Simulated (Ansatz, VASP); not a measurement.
# Ti in VASP and in Ansatz

The input POSCAR:

```
Ti
1.0
   -1.6258948707      1.6258948707      1.6258948707
    1.6258948707     -1.6258948707      1.6258948707
    1.6258948707      1.6258948707     -1.6258948707
Ti
1
Direct
    0.0000000000      0.0000000000      0.0000000000
```

INCAR.step1

```
SYSTEM = Ti
  PREC = Accurate
  ENCUT = 520
  ISMEAR = 0
  SIGMA = 0.15
  LREAL = .FALSE.
  LASPH = .TRUE.
  NELM = 80
  NBANDS = 12
  GGA = PE
  ALGO = Normal
  EDIFF = 1E-4
  LWAVE = .TRUE.
  LCHARG = .FALSE.
```

INCAR.step2

```
SYSTEM = Ti
  PREC = Accurate
  ENCUT = 520
  EDIFF = 1E-7
  ISMEAR = 0
  SIGMA = 0.15
  LREAL = .FALSE.
  LASPH = .TRUE.
  NELM = 80
  ALGO = Normal
  ISIF = 2
  LWAVE = .FALSE.
  LCHARG = .FALSE.
  METAGGA = R2SCAN
  LMIXTAU = .TRUE.
  NBANDS = 12
  ISTART = 1
```

File KPOINTS:

```
Automatic mesh
0
G
  26 26 26
  0 0 0
```

Input for Ansatz:

```yaml
crystal:
  lattice:
    - [-1.6258948694, 1.6258948694, 1.6258948694]
    - [1.6258948694, -1.6258948694, 1.6258948694]
    - [1.6258948694, 1.6258948694, -1.6258948694]
  atoms:
    - { symbol: Ti, position: [0.0, 0.0, 0.0] }
basis:
  ecutwfc: 500
kpoints:
  mp_grid: { grid: [26, 26, 26] }
hamiltonian:
  xc: r2scan
scf:
  occupations: { method: gaussian, width: 0.15 }
output:
  forces: true
  stress: true
  eigenvalues: true
```

Alike in both runs: task single point; functional r2SCAN; k mesh 26 × 26 × 26; occupations gaussian, width 0.15 eV; no spin polarisation.

|  | VASP | Ansatz |
| --- | --- | --- |
| version | VASP 6.6.1 | Ansatz 0.2.0 |
| potentials or method | VASP PAW PBE potentials, release 64 (Ti_sv), cutoff 520 eV | scalar-relativistic, plane waves, PAW |
| valence electrons in the cell | 12 | 12 |

VASP gave:

- gap on the k mesh at the Fermi level (eV): none
- pressure (GPa): 0.6

Q: What did Ansatz give for the same quantities?

A: gap on the k mesh at the Fermi level (eV): none; pressure (GPa): 0.1.

VASP's potentials were made for PBE, not for r2SCAN. A gap of «none» marks a metal or a gap that the smearing closes. The functional is the same, so the differences come from potentials, cutoffs and numerics.
